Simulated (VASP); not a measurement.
The system is CdSb2O2.

```
Cd Sb O
1.0
     2.57582    1.48715    5.20792
    -2.57582    1.48715    5.20792
     0.00000   -2.97430    5.20792
Cd Sb O
1 2 2
Direct
  0.00000 0.00000 0.00000
  0.32810 0.32810 0.32810
  0.67190 0.67190 0.67190
  0.43760 0.43760 0.43760
  0.56240 0.56240 0.56240
```

The cell was built from a structure type or drawn by symmetry, and may not be a known phase.

```yaml
Program: VASP 6.6.1
Task: relaxation of cell and atoms
Functional: PBE
Potentials_or_basis: VASP PAW PBE potentials, release 64 (Cd, Sb, O)
Cutoff: 600 eV
k_mesh: 6 × 6 × 6
Occupations: gaussian, width 0.1 eV
Spin: no spin polarisation
```

At the start: pressure 24.6 GPa; volume 23.94 Å³/atom.

Where does the relaxation end?

Over 39 steps the energy falls by 619.7 meV/atom and the volume is 37.36 Å³/atom (+56.1 %); space group R-3m (No. 166, to 0.1 Å) before and after.

Step by step:
```csv
step,energy change (eV),largest force (eV/Å),pressure (GPa),volume (Å³)
1,0.0000,8.4796,24.59,119.70
2,2.1350,3.5006,-8.53,191.52
3,1.5152,2.7432,-7.80,178.13
4,1.0125,1.8214,-7.15,168.11
5,-0.7145,1.7197,-3.52,142.91
6,-1.5338,2.7030,1.76,131.06
7,-1.6073,2.0119,6.75,125.32
8,-1.6273,2.4218,4.57,127.48
9,-1.6289,2.3628,4.93,127.08
10,-2.2740,2.0615,0.92,141.73
11,-2.6017,1.5445,-1.38,161.06
12,-2.6321,1.4010,-1.72,167.41
13,-1.8695,6.5193,8.03,165.36
14,-2.7060,0.1781,0.16,166.84
15,-2.7703,0.1321,0.39,167.23
16,-2.8590,0.6135,1.56,167.91
17,-2.8726,0.8714,-0.12,171.81
18,-2.8802,0.4834,0.48,170.33
19,-2.8959,0.5102,0.33,172.59
20,-2.9343,0.5382,-0.09,179.51
21,-2.9594,0.3839,-0.75,193.85
22,-2.9610,0.4305,-0.59,190.15
23,-2.9486,1.2675,0.89,189.52
24,-2.9677,0.4587,-0.05,189.91
25,-2.9849,0.4449,0.03,189.36
26,-3.0206,0.4129,0.31,187.68
27,-3.0175,0.3809,0.94,184.10
28,-3.0322,0.4112,0.62,186.01
29,-3.0266,0.9567,-1.00,190.06
30,-3.0418,0.4017,-0.13,187.78
31,-3.0583,0.3179,-0.22,189.24
32,-3.0816,0.0994,-0.44,193.65
33,-3.0818,0.1137,-0.46,193.99
34,-3.0862,0.2294,-0.23,192.69
35,-3.0894,0.4342,0.17,190.46
36,-3.0910,0.3946,0.15,190.13
37,-3.0948,0.2777,0.12,189.13
38,-3.0984,0.0508,0.06,187.16
39,-3.0985,0.0395,0.05,186.81
```

Final structure:
```cif
data_structure
_symmetry_space_group_name_H-M 'P 1'
_symmetry_Int_Tables_number 1
_cell_length_a 7.5811
_cell_length_b 7.5811
_cell_length_c 7.5811
_cell_angle_alpha 43.430
_cell_angle_beta 43.430
_cell_angle_gamma 43.430
_cell_volume 186.81
loop_
_atom_site_label
_atom_site_type_symbol
_atom_site_fract_x
_atom_site_fract_y
_atom_site_fract_z
_atom_site_occupancy
Cd1 Cd 0.00000 0.00000 0.00000 1
Sb1 Sb 0.34360 0.34360 0.34360 1
Sb2 Sb 0.65640 0.65640 0.65640 1
O1 O 0.43394 0.43394 0.43394 1
O2 O 0.56606 0.56606 0.56606 1
```

Caveat: the volume moved by over 15 % at a fixed basis, so the end points are rough.
